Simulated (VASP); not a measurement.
# In8Sb9 in VASP: further runs

Runs on In8Sb9. Level: PBE. Tasks: single point.

Program: VASP 6.6.1. These are calculated values, not measurements. Logs are shortened: lines on timing, memory, paths and dates and some standing lists are left out, and cuts for length are marked.

## Step 1: The cell of the first run

The cell holds a slab with vacuum, 17 atoms: a = 9.174 Å, b = 6.487 Å, c = 18.880 Å, α = 90.00°, β = 90.00°, γ = 90.00°.

## Step 2: Single point, PBE

File INCAR:

```
  ALGO = Normal
  EDIFF = 1E-6
  ENCUT = 520
  GGA = PE
  ISIF = 2
  ISMEAR = -1
  LASPH = T
  LCHARG = F
  LREAL = Auto
  LWAVE = F
  NBANDS = 88
  NELM = 60
  PREC = Accurate
  SIGMA = 0.15
```

File KPOINTS:

```
k-points
0
Gamma
  2 2 1
```

File POSCAR:

```
In8Sb9
1.0
    9.1735790000      0.0000000000      0.0000000000
    0.0000000000      6.4867000000      0.0000000000
    0.0000000000      0.0000000000     18.8801840000
In Sb
8 9
Direct
    0.0000000000      0.0000000000      0.0529655855
    0.7548199018      0.5842107697      0.1968942676
    0.2847416477      0.6098478425      0.1935945116
    0.5000011446      0.0000000000      0.0529655855
    0.4851105550      0.2040328673      0.3255105988
    0.3165830915      0.6509164907      0.4910439432
    0.7880566571      0.6405722478      0.4734222929
   -0.0112278970      0.0850201181      0.2764220942
    0.0278299233      0.3543712519      0.1493205787
    0.2500005723      0.7499961460      0.0529655855
    0.7500017169      0.7499961460      0.0529655855
    0.4901794599      0.2737293231      0.1872863103
    0.4911387366      0.1105955262      0.4683799692
    0.7206129690      0.8776881928      0.3250815776
    0.2119347313      0.7668922565      0.3367340064
    0.0500786007      0.4094223565      0.4052079153
    0.5509736167      0.4836974116      0.5484851207
```

Potentials or basis: VASP PAW PBE potentials, release 64 (In_d, Sb).

Run with:

```
$ cat potpaw_PBE.64/In_d/POTCAR potpaw_PBE.64/Sb/POTCAR > POTCAR
$ mpirun -np 1 vasp_std > vasp.out
```

OUTCAR:

```text
EDIFF = 1E-6
   ENCUT = 520
   GGA = PE
   ISIF = 2
   ISMEAR = -1
   LASPH = T
   LREAL = Auto
   NELM = 60
   PREC = Accurate

 ion  position               nearest neighbor table
   1  0.000  0.000  0.053-  11 2.81  10 2.81   9 2.94
   2  0.755  0.584  0.197-  11 2.92   9 3.05  14 3.10  12 3.16
   3  0.285  0.610  0.194-  10 2.82  12 2.88  15 2.96   9 3.00
   4  0.500  0.000  0.053-  10 2.81  11 2.81  12 3.10
   5  0.485  0.204  0.326-  12 2.65  13 2.77  14 3.02  15 3.79
   6  0.317  0.651  0.491-  17 2.64  15 3.16  16 3.33  13 3.41  13 3.88
   7  0.788  0.641  0.473-  17 2.79  16 3.11  14 3.25
   8  0.989  0.085  0.276-  14 2.95   9 2.99  15 3.12  16 3.26
   9  0.028  0.354  0.149-   1 2.94   8 2.99   3 3.00   2 3.05  10 3.75
  10  0.250  0.750  0.053-   4 2.81   1 2.81   3 2.82   9 3.75
  11  0.750  0.750  0.053-   1 2.81   4 2.81   2 2.92
  12  0.490  0.274  0.187-   5 2.65   3 2.88   4 3.10   2 3.16
  13  0.491  0.111  0.468-   5 2.77  17 2.91   6 3.41  14 3.75   6 3.88
  14  0.721  0.878  0.325-   8 2.95   5 3.02   2 3.10   7 3.25  13 3.75
  15  0.212  0.767  0.337-   3 2.96  16 3.04   8 3.12   6 3.16   5 3.79
  16  0.050  0.409  0.405-  15 3.04   7 3.11   8 3.26   6 3.33
  17  0.551  0.484  0.548-   6 2.64   7 2.79  13 2.91

  LATTYP: Found a simple orthorhombic cell.
 ALAT       =     6.4867000000
 B/A-ratio  =     1.4142135446
 C/A-ratio  =     2.9105992261

  Lattice vectors:

 A1 = (   0.0000000000,  -6.4867000000,   0.0000000000)
 A2 = (   9.1735790000,   0.0000000000,   0.0000000000)
 A3 = (   0.0000000000,   0.0000000000,  18.8801840000)

Analysis of symmetry for initial positions (statically):
=====================================================================
 Subroutine PRICEL returns:
 Original cell was already a primitive cell.

 Routine SETGRP: Setting up the symmetry group for a
 simple orthorhombic supercell.

 Subroutine GETGRP returns: Found  1 space group operations
 (whereof  1 operations were pure point group operations)
 out of a pool of  8 trial point group operations.

The static configuration has the point symmetry C_1 .

Analysis of symmetry for dynamics (positions and initial velocities):
=====================================================================
 Subroutine PRICEL returns:
 Original cell was already a primitive cell.

 Routine SETGRP: Setting up the symmetry group for a
 simple orthorhombic supercell.

 Subroutine GETGRP returns: Found  1 space group operations
 (whereof  1 operations were pure point group operations)
 out of a pool of  8 trial point group operations.

The dynamic configuration has the point symmetry C_1 .

 Subroutine INISYM returns: Found  1 space group operations
 (whereof  1 operations are pure point group operations),
 and found     1 'primitive' translations

----------------------------------------------------------------------------------------

                                     Primitive cell

  volume of cell :    1123.4890

  direct lattice vectors                    reciprocal lattice vectors
     9.173579000  0.000000000  0.000000000     0.109008709  0.000000000  0.000000000
     0.000000000  6.486700000  0.000000000     0.000000000  0.154161592  0.000000000
     0.000000000  0.000000000 18.880184000     0.000000000  0.000000000  0.052965586

  length of vectors
     9.173579000  6.486700000 18.880184000     0.109008709  0.154161592  0.052965586

  position of ions in fractional coordinates (direct lattice)
     0.000000000  0.000000000  0.052965585
     0.754819902  0.584210770  0.196894268
     0.284741648  0.609847843  0.193594512
     0.500001145  0.000000000  0.052965585
     0.485110555  0.204032867  0.325510599
     0.316583092  0.650916491  0.491043943
[... 9 lines left out ...]
     0.050078601  0.409422357  0.405207915
     0.550973617  0.483697412  0.548485121

  ion indices of the primitive-cell ions
   primitive index   ion index
                 1           1
                 2           2
                 3           3
                 4           4
                 5           5
                 6           6
[... 9 lines left out ...]
                16          16
                17          17

----------------------------------------------------------------------------------------

 KPOINTS: k-points

Automatic generation of k-mesh.
 Grid dimensions read from file:
 generate k-points for:    2    2    1

 Generating k-lattice:

  Cartesian coordinates                     Fractional coordinates (reciprocal lattice)
     0.054504354  0.000000000  0.000000000     0.500000000  0.000000000  0.000000000
     0.000000000  0.077080796  0.000000000     0.000000000  0.500000000  0.000000000
     0.000000000  0.000000000  0.052965586     0.000000000  0.000000000  1.000000000

  Length of vectors
     0.054504354  0.077080796  0.052965586

  Shift w.r.t. Gamma in fractional coordinates (k-lattice)
     0.000000000  0.000000000  0.000000000

 Subroutine IBZKPT returns following result:
 ===========================================

 Found      4 irreducible k-points:

 Following reciprocal coordinates:
            Coordinates               Weight
  0.000000  0.000000  0.000000      1.000000
  0.500000  0.000000  0.000000      1.000000
  0.000000  0.500000  0.000000      1.000000
  0.500000  0.500000  0.000000      1.000000
   k-points           NKPTS =      4   k-points in BZ     NKDIM =      4   number of bands    NBANDS=     88
   number of dos      NEDOS =    301   number of ions     NIONS =     17
   total plane-waves  NPLWV = 470400
   dimension x,y,z NGX =    70 NGY =   48 NGZ =  140
   dimension x,y,z NGXF=   140 NGYF=   96 NGZF=  280
   ions per type =               8   9
   NGX,Y,Z   is equivalent  to a cutoff of  12.69, 12.30, 12.33 a.u.
   NGXF,Y,Z  is equivalent  to a cutoff of  25.37, 24.60, 24.65 a.u.
 SYSTEM =  unknown system
   PREC   = accura    normal or accurate (medium, high low for compatibility)
   ISTART =      0    job   : 0-new  1-cont  2-samecut
   ICHARG =      2    charge: 1-file 2-atom 10-const
   ISPIN  =      1    spin polarized calculation?
   LNONCOLLINEAR =      F non collinear calculations
   LSORBIT =      F    spin-orbit coupling
   LASPH  =      T    aspherical Exc in radial PAW
   ENCUT  =  520.0 eV  38.22 Ry    6.18 a.u.  17.06 12.06 35.10*2*pi/ulx,y,z
   NELM   =     60;   NELMIN=  2; NELMDL= -5     # of ELM steps
   EDIFF  = 0.1E-05   stopping-criterion for ELM
   LREAL  =      T    real-space projection
   EDIFFG = 0.1E-04   stopping-criterion for IOM
   NSW    =      0    number of steps for IOM
   IBRION =     -1    ionic relax: 0-MD 1-quasi-New 2-CG
   NFREE  =      0    steps in history (QN), initial steepest desc. (CG)
   ISIF   =      2    stress and relaxation
   ISYM   =      2    0-nonsym 1-usesym 2-fastsym
   POTIM  = 0.5000    time-step for ionic-motion
   TEBEG  =    0.0;   TEEND  =   0.0 temperature during run
   PSTRESS=    0.0 pullay stress
   NELECT =     149.0000    total number of electrons
   NUPDOWN=      -1.0000    fix difference up-down
   EMIN   =  10.00;   EMAX   =-10.00  energy-range for DOS
   EFERMI =   0.00;   METHOD = LEGACY
   ISMEAR =    -1;   SIGMA  =   0.15  broadening in eV -4-tet -1-fermi 0-gaus
   EFERMI_NEDOS =   21; number of points for ismear=-14 and -15
   IALGO  =     38    algorithm
   IMIX   =      4    mixing-type and parameters
     AMIX     =   0.40;   BMIX     =  1.00
     AMIX_MAG =   1.60;   BMIX_MAG =  1.00
  volume/ion in A,a.u.               =      66.09       445.98
  Fermi-wavevector in a.u.,A,eV,Ry     =   0.834861  1.577658  9.483155  0.696992
  Thomas-Fermi vector in A             =   1.948323
   LORBIT       =      0    0 simple, 1 ext, 2 COOP (PROOUT), +10 PAW based schemes
   GGA     = PE    functional components
   LHFCALC =     F    Hartree Fock is set to
   AEXX    =    0.0000 exact exchange contribution
   IVDW    =     0    specifies the selected vdW correction
   LEPSILON=     F    determine dielectric tensor
   LRPA    =     F    only Hartree local field effects (RPA)
 non-spin polarized calculation
  energy-cutoff  :      520.00
  volume of cell :     1123.49
 maximum number of plane-waves:     30352
 NGX is ok and might be reduce to    70
   NGX = 35   NGY = 25   NGZ = 71

 number of electron     149.0000002 magnetization

 Free energy of the ion-electron system (eV)
  ---------------------------------------------------
  ext. energy  EPLUGINS =         0.00000000
  ---------------------------------------------------
  free energy    TOTEN  =       -52.90887904 eV

  energy without entropy =      -52.26919126  energy(sigma->0) =      -52.58903515

 E-fermi :   0.6483     XC(G=0):  -5.4495

 val. band max:        0.5753517415   @ k =   0.0000   0.5000   0.0000
 cond. band min:       0.6901708750   @ k =   0.5000   0.5000   0.0000
 fundamental gap:      0.1148191336
 Fermi energy:         0.6482833932

 k-point     1 :       0.0000    0.0000    0.0000
  band No.  band energies     occupation
      1     -14.3339      2.00000
      2     -14.1824      2.00000
      3     -14.1772      2.00000
      4     -14.1715      2.00000
      5     -14.1586      2.00000
      6     -14.1059      2.00000
[... 78 lines left out ...]
     85       2.6574      0.00000
     86       2.7574      0.00000

 k-point     2 :       0.5000    0.0000    0.0000
  band No.  band energies     occupation
      1     -14.3339      2.00000
      2     -14.1823      2.00000
      3     -14.1771      2.00000
      4     -14.1707      2.00000
      5     -14.1586      2.00000
      6     -14.1059      2.00000
[... 78 lines left out ...]
     85       2.6505      0.00000
     86       2.9230      0.00000

 k-point     3 :       0.0000    0.5000    0.0000
  band No.  band energies     occupation
      1     -14.3339      2.00000
      2     -14.1827      2.00000
      3     -14.1764      2.00000
      4     -14.1726      2.00000
      5     -14.1585      2.00000
      6     -14.1055      2.00000
[... 78 lines left out ...]
     85       2.8727      0.00000
     86       2.9916      0.00000

 k-point     4 :       0.5000    0.5000    0.0000
  band No.  band energies     occupation
      1     -14.3339      2.00000
      2     -14.1826      2.00000
      3     -14.1763      2.00000
      4     -14.1717      2.00000
      5     -14.1584      2.00000
      6     -14.1055      2.00000
[... 78 lines left out ...]
     85       3.0218      0.00000
     86       3.1923      0.00000
 [bands above 86 left out]

------------------------ aborting loop because EDIFF is reached ----------------------------------------

  FORCE on cell =-STRESS in cart. coord.  units (eV):
  Direction    XX          YY          ZZ          XY          YZ          ZX
  --------------------------------------------------------------------------------------
  -------------------------------------------------------------------------------------
  Total        0.5412408     -6.3676140     -3.4333545     -3.2293957     -2.4151097      1.8138418
  in kB        0.7718488     -9.0806820     -4.8962139     -4.6053539     -3.4441226      2.5866708
  external PRESSURE =      -4.4016824 kB  Pullay stress =       0.0000000 kB

 VOLUME and BASIS-vectors are now :
 -----------------------------------------------------------------------------
  energy-cutoff  :      520.00
  volume of cell :     1123.49
      direct lattice vectors                 reciprocal lattice vectors
     9.173579000  0.000000000  0.000000000     0.109008709  0.000000000  0.000000000
     0.000000000  6.486700000  0.000000000     0.000000000  0.154161592  0.000000000
     0.000000000  0.000000000 18.880184000     0.000000000  0.000000000  0.052965586

 POSITION                                       TOTAL-FORCE (eV/Angst)
 -----------------------------------------------------------------------------------
      0.00000      0.00000      1.00000        -0.074315      0.218846      0.670272
      6.92440      3.78960      3.71740        -0.133944     -0.003734      0.147671
      2.61210      3.95590      3.65510        -0.227521     -0.022000      0.413958
      4.58680      0.00000      1.00000         0.047267      0.145136      0.434670
      4.45020      1.32350      6.14570         0.095834     -0.364890      0.729034
      2.90420      4.22230      9.27100        -1.550822      0.576201     -1.133899
[... 9 lines left out ...]
      0.45940      2.65580      7.65040         0.427311      0.629062     -0.009093
      5.05440      3.13760     10.35550         0.724014     -1.313413      0.982080
 -----------------------------------------------------------------------------------
    total drift:                                0.016872     -0.006941     -0.026038

  FREE ENERGIE OF THE ION-ELECTRON SYSTEM (eV)
  ---------------------------------------------------
  free  energy   TOTEN  =       -52.9088790417 eV

  energy  without entropy=      -52.2691912585  energy(sigma->0) =      -52.58903515
```

Wall time 22 min (1 thread of Oxide Virtual Turin-like, shared host); peak memory 0.95 GiB.

What came out:

* Free energy: -52.9089 eV
* Largest force: 2.006 eV/Å
* Band gap on the k mesh: zero (an odd number of electrons rules out a gap without spin polarisation)

Forces on the atoms (eV/Å):
```
In  -0.074  0.219  0.670
In  -0.134 -0.004  0.148
In  -0.228 -0.022  0.414
In   0.047  0.145  0.435
In   0.096 -0.365  0.729
In  -1.551  0.576 -1.134
In   0.610  0.265 -1.292
In   0.093  0.021  0.375
Sb  -0.433 -0.198  0.520
Sb  -0.011 -0.182 -0.612
Sb   0.013 -0.201 -0.375
Sb   0.388  0.747 -1.072
Sb   0.022  0.303  0.415
Sb   0.265 -0.425 -0.032
Sb  -0.256 -0.196 -0.162
Sb   0.427  0.629 -0.009
Sb   0.724 -1.313  0.982
```

Levels at points of the mesh, in eV from the Fermi level:
| k point | band 71 | band 72 | band 73 | band 74 | band 75 | band 76 | band 77 | band 78 |
| --- | --- | --- | --- | --- | --- | --- | --- | --- |
| (0.00, 0.00, 0.00) | -0.85 | -0.82 | -0.29 | -0.17 | -0.09 | 0.19 | 0.33 | 0.60 |
| (0.50, 0.00, 0.00) | -0.93 | -0.81 | -0.67 | -0.15 | 0.13 | 0.20 | 0.46 | 0.67 |
| (0.00, 0.50, 0.00) | -0.58 | -0.56 | -0.44 | -0.23 | -0.07 | 0.10 | 0.48 | 0.67 |
| (0.50, 0.50, 0.00) | -0.83 | -0.65 | -0.53 | -0.48 | 0.04 | 0.54 | 0.75 | 0.91 |

Caveat: the k points lie up to 0.48 Å⁻¹ apart, too coarse for converged energies and pressures of a metal; the atoms stand as in a frame of molecular dynamics; there is no dipole correction, which matters where the two faces differ; spin-orbit coupling is left out, which moves the levels of the heavy elements; an odd number of electrons without spin polarisation forces a metal; a magnetic or distorted state may lie lower.

## Step 3: Single point, PBE

File INCAR:

```
SYSTEM = In8Sb9
PREC = Accurate
ENCUT = 520
EDIFF = 1E-7
ISMEAR = -1
SIGMA = 0.15
LREAL = Auto
LASPH = .TRUE.
NELM = 80
ALGO = Normal
ISIF = 2
LWAVE = .FALSE.
LCHARG = .FALSE.
GGA = PE
NBANDS = 88
```

File KPOINTS:

```
regular mesh
0
G
  2 2 1
  0 0 0
```

File POSCAR:

```
In8Sb9
1.0
    9.1735790000      0.0000000000      0.0000000000
    0.0000000000      6.4867000000      0.0000000000
    0.0000000000      0.0000000000     18.8801840000
In Sb
8 9
Direct
    0.0000000000      0.0000000000      0.0529655855
    0.7827479329      0.6126689996      0.2039545801
    0.2753450970      0.5877256540      0.1917619023
    0.5000011446      0.0000000000      0.0529655855
    0.5568491861      0.2087810443      0.3285190441
    0.2576638845      0.7091587402      0.4949051344
    0.7626903306      0.5533013705      0.4387880966
   -0.0049816980      0.0752771055      0.2914060583
    0.0149559948      0.3594431683      0.1704856266
    0.2500005723      0.7499961460      0.0529655855
    0.7500017169      0.7499961460      0.0529655855
    0.5237323405      0.3115759940      0.1709146479
    0.4626329593      0.1370804878      0.4645293711
    0.7428071421      0.8715679776      0.3245572183
    0.2120001365      0.7505511277      0.3422847998
    0.0737443914      0.4016680284      0.4036348375
    0.5357996045      0.4442782925      0.5661067710
```

Potentials or basis: VASP PAW PBE potentials, release 64 (In_d, Sb).

Run with:

```
$ cat potpaw_PBE.64/In_d/POTCAR potpaw_PBE.64/Sb/POTCAR > POTCAR
$ mpirun -np 1 vasp_std > vasp.out
```

It took 29 min on 1 thread of Oxide Virtual Turin-like, shared host; peak memory 0.94 GiB.

It converged, with:

```yaml
Free_energy: -53.3419 eV
Largest_force: 1.373 eV/Å
Band_gap_on_the_k_mesh: zero (an odd number of electrons rules out a gap without spin polarisation)
```

Forces in eV/Å, atoms in the order of the input:
```
In  -0.132  0.373  0.760
In  -0.970  0.118 -0.556
In   0.319  0.063  0.618
In   0.086  0.188  0.637
In  -0.102  0.753 -1.143
In   0.633 -0.210  0.602
In  -0.133 -0.306  0.292
In   0.910  0.400  0.120
Sb   0.191 -1.164 -0.267
Sb   0.037  0.046 -0.533
Sb   0.084 -0.230 -0.126
Sb   0.133  0.474  0.708
Sb  -0.513  0.324  1.103
Sb  -0.406 -0.871  0.150
Sb   0.112  0.193 -1.226
Sb  -0.391 -0.161  0.181
Sb   0.143  0.010 -1.319
```

Levels at points of the mesh, in eV from the Fermi level:
```csv
k point,band 72,band 73,band 74,band 75,band 76,band 77
"(0.00, 0.00, 0.00)",-0.79,-0.40,-0.34,-0.12,0.21,0.50
"(0.50, 0.00, 0.00)",-0.86,-0.67,-0.57,0.03,0.17,0.61
"(0.00, 0.50, 0.00)",-0.62,-0.43,-0.37,0.14,0.28,0.45
"(0.50, 0.50, 0.00)",-0.60,-0.53,-0.38,0.16,0.39,0.74
```

Caveat: the k points lie up to 0.48 Å⁻¹ apart, too coarse for converged energies and pressures of a metal; the atoms stand as in a frame of molecular dynamics; there is no dipole correction, which matters where the two faces differ; spin-orbit coupling is left out, which moves the levels of the heavy elements; an odd number of electrons without spin polarisation forces a metal; a magnetic or distorted state may lie lower.

The gap in the log of VASP goes by the Fermi energy; the results here count the filled bands.